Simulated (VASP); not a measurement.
# Sb2W (fluorite type) (Fm-3m) in VASP: a series of runs, part 2 of 2

VASP 6.6.1. The steps go on from the part before.

**3. Single point, PBE**

POSCAR reads:

```
Sb2W
1.0
    0.0000000000      3.3115767038      3.3115767038
    3.3115767038      0.0000000000      3.3115767038
    3.3115767038      3.3115767038      0.0000000000
W Sb
1 2
Direct
    0.0000000000      0.0000000000      0.0000000000
    0.2500000000      0.2500000000      0.2500000000
    0.7500000000      0.7500000000      0.7500000000
```

INCAR.step1 reads:

```
PREC = Accurate
ENCUT = 520
EDIFF = 1E-6
ISMEAR = -1
SIGMA = 0.08
LREAL = False
LASPH = True
NELM = 100
ALGO = Normal
ISIF = 2
LWAVE = False
LCHARG = True
LMAXMIX = 4
GGA = PE
NBANDS = 19
```

KPOINTS.step1 reads:

```
regular mesh
0
Gamma
  10 10 10
```

INCAR.step2 reads:

```
PREC = Accurate
ENCUT = 520
EDIFF = 1E-6
ISMEAR = -5
SIGMA = 0.08
LREAL = False
LASPH = True
NELM = 100
ALGO = Normal
ISIF = 2
LWAVE = False
LCHARG = False
LMAXMIX = 4
GGA = PE
LORBIT = 11
NBANDS = 19
NEDOS = 2001
ICHARG = 11
```

KPOINTS.step2 reads:

```
regular mesh
0
Gamma
  15 15 15
```

Potentials or basis: VASP PAW PBE potentials, release 64 (W_sv, Sb).

Started as:

```sh
$ cat potpaw_PBE.64/W_sv/POTCAR potpaw_PBE.64/Sb/POTCAR > POTCAR
$ cp INCAR.step1 INCAR
$ cp KPOINTS.step1 KPOINTS
$ mpirun -np 1 vasp_std > vasp.out
$ cp INCAR.step2 INCAR
$ cp KPOINTS.step2 KPOINTS
$ mpirun -np 1 vasp_std > vasp.out
```

OUTCAR:

```text
PREC = Accurate
   ENCUT = 520
   EDIFF = 1E-6
   ISMEAR = -5
   LREAL = False
   LASPH = True
   NELM = 100
   ISIF = 2
   GGA = PE
   LORBIT = 11
   ICHARG = 11

 ion  position               nearest neighbor table
   1  0.000  0.000  0.000-   3 2.87   3 2.87   3 2.87   2 2.87   3 2.87   2 2.87   2 2.87   2 2.87

   2  0.250  0.250  0.250-   1 2.87   1 2.87   1 2.87   1 2.87   3 3.31   3 3.31   3 3.31   3 3.31
                             3 3.31   3 3.31
   3  0.750  0.750  0.750-   1 2.87   1 2.87   1 2.87   1 2.87   2 3.31   2 3.31   2 3.31   2 3.31
                             2 3.31   2 3.31

  LATTYP: Found a face centered cubic cell.
 ALAT       =     6.6231534076

  Lattice vectors:

 A1 = (   0.0000000000,   3.3115767038,   3.3115767038)
 A2 = (   3.3115767038,   0.0000000000,   3.3115767038)
 A3 = (   3.3115767038,   3.3115767038,   0.0000000000)

Analysis of symmetry for initial positions (statically):
=====================================================================
 Subroutine PRICEL returns:
 Original cell was already a primitive cell.

 Routine SETGRP: Setting up the symmetry group for a
 face centered cubic supercell.

 Subroutine GETGRP returns: Found 48 space group operations
 (whereof 48 operations were pure point group operations)
 out of a pool of 48 trial point group operations.

The static configuration has the point symmetry O_h .

Analysis of symmetry for dynamics (positions and initial velocities):
=====================================================================
 Subroutine PRICEL returns:
 Original cell was already a primitive cell.

 Routine SETGRP: Setting up the symmetry group for a
 face centered cubic supercell.

 Subroutine GETGRP returns: Found 48 space group operations
 (whereof 48 operations were pure point group operations)
 out of a pool of 48 trial point group operations.

The dynamic configuration has the point symmetry O_h .

 Subroutine INISYM returns: Found 48 space group operations
 (whereof 48 operations are pure point group operations),
 and found     1 'primitive' translations

----------------------------------------------------------------------------------------

                                     Primitive cell

  volume of cell :      72.6331

  direct lattice vectors                    reciprocal lattice vectors
     0.000000000  3.311576704  3.311576704    -0.150985481  0.150985481  0.150985481
     3.311576704  0.000000000  3.311576704     0.150985481 -0.150985481  0.150985481
     3.311576704  3.311576704  0.000000000     0.150985481  0.150985481 -0.150985481

  length of vectors
     4.683276687  4.683276687  4.683276687     0.261514524  0.261514524  0.261514524

  position of ions in fractional coordinates (direct lattice)
     0.000000000  0.000000000  0.000000000
     0.250000000  0.250000000  0.250000000
     0.750000000  0.750000000  0.750000000

  ion indices of the primitive-cell ions
   primitive index   ion index
                 1           1
                 2           2
                 3           3

----------------------------------------------------------------------------------------

 KPOINTS: regular mesh

Automatic generation of k-mesh.
 Grid dimensions read from file:
 generate k-points for:   15   15   15

 Generating k-lattice:
[... 44 lines left out ...]
  0.200000  0.133333  0.000000     24.000000
 [... further k-points ...]
   k-points           NKPTS =    120   k-points in BZ     NKDIM =    120   number of bands    NBANDS=     19
   number of dos      NEDOS =   2001   number of ions     NIONS =      3
   total plane-waves  NPLWV =  46656
   dimension x,y,z NGX =    36 NGY =   36 NGZ =   36
   dimension x,y,z NGXF=    72 NGYF=   72 NGZF=   72
   ions per type =               1   2
   NGX,Y,Z   is equivalent  to a cutoff of  12.78, 12.78, 12.78 a.u.
   NGXF,Y,Z  is equivalent  to a cutoff of  25.56, 25.56, 25.56 a.u.
 SYSTEM =  unknown system
   PREC   = accura    normal or accurate (medium, high low for compatibility)
   ISTART =      0    job   : 0-new  1-cont  2-samecut
   ICHARG =     11    charge: 1-file 2-atom 10-const
   ISPIN  =      1    spin polarized calculation?
   LNONCOLLINEAR =      F non collinear calculations
   LSORBIT =      F    spin-orbit coupling
   LASPH  =      T    aspherical Exc in radial PAW
   ENCUT  =  520.0 eV  38.22 Ry    6.18 a.u.   8.71  8.71  8.71*2*pi/ulx,y,z
   NELM   =    100;   NELMIN=  2; NELMDL=  0     # of ELM steps
   EDIFF  = 0.1E-05   stopping-criterion for ELM
   LREAL  =      F    real-space projection
   EDIFFG = 0.1E-04   stopping-criterion for IOM
   NSW    =      0    number of steps for IOM
   IBRION =     -1    ionic relax: 0-MD 1-quasi-New 2-CG
   NFREE  =      0    steps in history (QN), initial steepest desc. (CG)
   ISIF   =      2    stress and relaxation
   ISYM   =      2    0-nonsym 1-usesym 2-fastsym
   POTIM  = 0.5000    time-step for ionic-motion
   TEBEG  =    0.0;   TEEND  =   0.0 temperature during run
   PSTRESS=    0.0 pullay stress
   NELECT =      24.0000    total number of electrons
   NUPDOWN=      -1.0000    fix difference up-down
   EMIN   =  10.00;   EMAX   =-10.00  energy-range for DOS
   EFERMI =   0.00;   METHOD = LEGACY
   ISMEAR =    -5;   SIGMA  =   0.08  broadening in eV -4-tet -1-fermi 0-gaus
   EFERMI_NEDOS =   21; number of points for ismear=-14 and -15
   IALGO  =     38    algorithm
   IMIX   =      4    mixing-type and parameters
     AMIX     =   0.40;   BMIX     =  1.00
     AMIX_MAG =   1.60;   BMIX_MAG =  1.00
  volume/ion in A,a.u.               =      24.21       163.38
  Fermi-wavevector in a.u.,A,eV,Ry     =   1.131793  2.138779 17.428463  1.280956
  Thomas-Fermi vector in A             =   2.268493
   LORBIT       =     11    0 simple, 1 ext, 2 COOP (PROOUT), +10 PAW based schemes
   GGA     = PE    functional components
   LHFCALC =     F    Hartree Fock is set to
   AEXX    =    0.0000 exact exchange contribution
   IVDW    =     0    specifies the selected vdW correction
   LEPSILON=     F    determine dielectric tensor
   LRPA    =     F    only Hartree local field effects (RPA)
 non-spin polarized calculation
 Fermi weights with tetrahedron method with Bloechl corrections
  energy-cutoff  :      520.00
  volume of cell :       72.63
 maximum number of plane-waves:      1980

 number of electron      24.0000001 magnetization

 Free energy of the ion-electron system (eV)
  ---------------------------------------------------
  ext. energy  EPLUGINS =         0.00000000
  ---------------------------------------------------
  free energy    TOTEN  =       -19.17796323 eV

  energy without entropy =      -19.17796323  energy(sigma->0) =      -19.17796323

 E-fermi :   8.3176     XC(G=0): -10.6513

 val. band max:        8.3795426047   @ k =   0.4000   0.0000   0.0000
 cond. band min:       8.2414892516   @ k =   0.4000   0.2000   0.0667
 fundamental gap:     -0.1380533531
 Fermi energy:         8.3176370874

 k-point     1 :       0.0000    0.0000    0.0000
  band No.  band energies     occupation
      1     -65.3065      2.00000
      2     -29.5430      2.00000
      3     -29.5430      2.00000
      4     -29.5430      2.00000
      5      -3.9231      2.00000
      6       2.2842      2.00000
[... 505 lines left out ...]
      6       1.0053      2.00000
[... 11 lines left out ...]
     18      12.8927      0.00000
     19      14.5517      0.00000

 [... further k-points ...]

------------------------ aborting loop because EDIFF is reached ----------------------------------------

  FORCE on cell =-STRESS in cart. coord.  units (eV):
  Direction    XX          YY          ZZ          XY          YZ          ZX
  --------------------------------------------------------------------------------------
  -------------------------------------------------------------------------------------
  Total       -0.0552880     -0.0552880     -0.0552880      0.0000000     -0.0000000      0.0000000
  in kB       -1.2195719     -1.2195719     -1.2195719      0.0000000     -0.0000000      0.0000000
  external PRESSURE =      -1.2195719 kB  Pullay stress =       0.0000000 kB

 VOLUME and BASIS-vectors are now :
 -----------------------------------------------------------------------------
  energy-cutoff  :      520.00
  volume of cell :       72.63
      direct lattice vectors                 reciprocal lattice vectors
     0.000000000  3.311576704  3.311576704    -0.150985481  0.150985481  0.150985481
     3.311576704  0.000000000  3.311576704     0.150985481 -0.150985481  0.150985481
     3.311576704  3.311576704  0.000000000     0.150985481  0.150985481 -0.150985481

 POSITION                                       TOTAL-FORCE (eV/Angst)
 -----------------------------------------------------------------------------------
      0.00000      0.00000      0.00000        -0.000000      0.000000     -0.000000
      1.65579      1.65579      1.65579         0.000000      0.000000      0.000000
      4.96737      4.96737      4.96737        -0.000000     -0.000000     -0.000000
 -----------------------------------------------------------------------------------
    total drift:                               -0.000000      0.000000      0.000000

  FREE ENERGIE OF THE ION-ELECTRON SYSTEM (eV)
  ---------------------------------------------------
  free  energy   TOTEN  =       -19.1779632262 eV

  energy  without entropy=      -19.1779632262  energy(sigma->0) =      -19.17796323

 total charge

# of ion       s       p       d       tot
------------------------------------------
    1        2.347   6.161   3.455  11.964
    2        1.153   1.197   0.068   2.419
    3        1.153   1.197   0.068   2.419
--------------------------------------------------
tot          4.654   8.556   3.592  16.801
```

It took 1.7 min on 1 thread of Intel Xeon Platinum 8488C (Sapphire Rapids), shared host; peak memory 0.3 GiB.

Results:

* Valence electrons inside the program's atomic spheres: W 11.96; Sb 2.42

Caveat: spin-orbit coupling is left out, which moves the levels of the heavy elements.
